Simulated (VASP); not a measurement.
AlGa3N4, 8 atoms in the cell. The structure is monoclinic, space group Pm (No. 6). The conventional cell has a = 5.245 Å, b = 3.226 Å, c = 5.586 Å, α = 90.00°, β = 90.03°, γ = 90.00°. Within 2.6 Å of Al (site symmetry m) lie 4 N at 1.93 to 1.94 Å. Ga (site symmetry m) has 4 N at 1.97 to 1.99 Å within 2.6 Å. Ga (site symmetry m) has 4 N at 1.97 to 2.00 Å within 2.6 Å. Ga (site symmetry m) has 4 N at 1.98 to 2.00 Å within 2.6 Å. Within 2.6 Å of N (site symmetry m) lie 1 Al at 1.93 Å and 3 Ga at 1.98 to 1.99 Å. N (site symmetry m) has 2 Al at 1.94 Å and 2 Ga at 2.00 Å within 2.6 Å. Within 2.6 Å of N (site symmetry m) lie 4 Ga at 1.97 to 1.99 Å. N (site symmetry m) has 1 Al at 1.94 Å and 3 Ga at 1.98 Å within 2.6 Å.  This cell differs from its parent crystal: volume scaled by 1.06, then relaxed in part.

| Property | Result |
| --- | --- |
| Program | VASP 6.6.1 |
| Task | single point |
| Functional | PBEsol |
| Potentials or basis | VASP PAW PBE potentials, release 64 (Al, Ga_d, N) |
| Cutoff | 520 eV |
| k mesh | 6 × 8 × 6 |
| Occupations | gaussian, width 0.02 eV |
| Spin | no spin polarisation |
| Dipole correction | no |
| Further INCAR settings | ALGO = Normal; EDIFF = 1e-07; NBANDS = 41 |

Potentials or basis: VASP PAW PBE potentials, release 64 (Al, Ga_d, N).

Command:

```sh
$ cat potpaw_PBE.64/Al/POTCAR potpaw_PBE.64/Ga_d/POTCAR potpaw_PBE.64/N/POTCAR > POTCAR
$ mpirun -np 1 vasp_std > vasp.out
```

Hardware: 1 thread of Intel(R) Xeon(R) Platinum 8259CL CPU @ 2.50GHz (Skylake/Cascade Lake), with other jobs on the host.

Question: How long does it take, and how much memory?

Answer: It took 5.4 min on 1 thread of Intel(R) Xeon(R) Platinum 8259CL CPU @ 2.50GHz (Skylake/Cascade Lake), on a shared host, peak memory 0.41 GiB. Counts: scf iterations 16, k points 100.
